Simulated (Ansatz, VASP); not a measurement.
## BeCd2S3: VASP beside Ansatz

```
CELL_PARAMETERS angstrom
-0.00027 0.00023 -6.34724
5.90966 -3.41756 0.00028
-5.90968 -3.41756 -0.00009
ATOMIC_POSITIONS crystal
Be 0.50088 0.84683 0.84680
Be 0.00079 0.15319 0.15325
Cd 0.50503 0.48473 0.16700
Cd 0.00512 0.51525 0.83306
Cd 0.50486 0.16701 0.48464
Cd 0.00501 0.83305 0.51526
S 0.40675 0.83495 0.54234
S 0.40687 0.54239 0.83496
S 0.34112 0.12240 0.12243
S 0.90676 0.45760 0.16511
S 0.90667 0.16510 0.45765
S 0.84115 0.87750 0.87751
```

Change from the starting cell: cell x1, atoms moved at random (sigma 0.15 Å) and cell strained at random (1.5 %), then relaxed without symmetry.

Alike in both runs: functional PBE; k mesh 2 × 2 × 2; occupations gaussian, width 0.1 eV; no spin polarisation.

Ansatz relaxed the structure, and its values are those at the end. VASP's run is a single point on that final structure, the one shown.

|  | VASP | Ansatz |
| --- | --- | --- |
| version | VASP 6.6.1 | Ansatz 0.2.0 |
| potentials or method | VASP PAW PBE potentials, release 64 (Be, Cd, S), cutoff 520 eV | scalar-relativistic, plane waves, PAW |
| valence electrons in the cell | 88 | 120 |

|  | VASP | Ansatz | Ansatz less VASP |
| --- | --- | --- | --- |
| gap on the k mesh at the Fermi level (eV) | 1.98 | 1.97 | -0.008 |
| least direct gap on the mesh (eV) | 1.98 | 1.97 | -0.008 |
| pressure (GPa) | 0.3 | 0.0 | -0.25 |
| rms of the force components (eV/Å) | 0.015 | 0.005 | -0.0102 |

The functional is the same, so the differences come from potentials, cutoffs and numerics. VASP's potentials hold 88 valence electrons a cell and Ansatz's 120, so a difference there can come from the potentials and not from the codes.

The k mesh is coarse, so the values compare programs but aren't converged.
